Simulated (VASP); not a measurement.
# GaP: elastic constants with PBEsol

GaP:

```
Ga P
1.0
     0.00000    2.71927    2.71927
     2.71927    0.00000    2.71927
     2.71927    2.71927    0.00000
Ga P
1 1
Direct
  0.00000 0.00000 0.00000
  0.75000 0.75000 0.75000
```

```json
{
 "Program": "VASP 6.6.1",
 "Task": "elastic constants",
 "Functional": "PBEsol",
 "Potentials or basis": "VASP PAW PBE potentials, release 64 (Ga_d, P)",
 "Cutoff": "600 eV",
 "k mesh": "8 × 8 × 8",
 "Occupations": "gaussian, width 0.01 eV",
 "Spin": "no spin polarisation",
 "Dipole correction": "no",
 "Ions in elastic constants": "relaxed",
 "Further INCAR settings": "ALGO = Normal; EDIFF = 1e-08; IBRION = 6; POTIM = 0.015; NSW = 1; ISIF = 3"
}
```

```json
{
 "Elastic constants C11, C12, C44": "134, 60, 68 GPa",
 "Voigt bulk modulus": "85 GPa",
 "Highest phonon frequency at Γ, LO-TO splitting left out": "356 cm⁻¹"
}
```

Phonon frequencies in cm⁻¹ (negative: imaginary):
| q point | frequencies |
| --- | --- |
| (0.000, 0.000, 0.000) | 0 0 0 356 356 356 |

Elastic tensor in Voigt notation (GPa, in the Cartesian axes of the cell as first typed):
```
134  60  60   0   0   0
 60 134  60   0   0   0
 60  60 134   0   0   0
  0   0   0  68   0   0
  0   0   0   0  68   0
  0   0   0   0   0  68
```

Clamped-ion elastic tensor (GPa):
```
134  60  60   0   0   0
 60 134  60   0   0   0
 60  60 134   0   0   0
  0   0   0  91   0   0
  0   0   0   0  91   0
  0   0   0   0   0  91
```

It took 9.8 min on 1 thread of Intel(R) Xeon(R) Platinum 8375C CPU @ 2.90GHz (Ice Lake) (shared host), peak memory 0.33 GiB.

Caveat: the PAW data sets were made with another functional, which shifts forces and pressure a little.
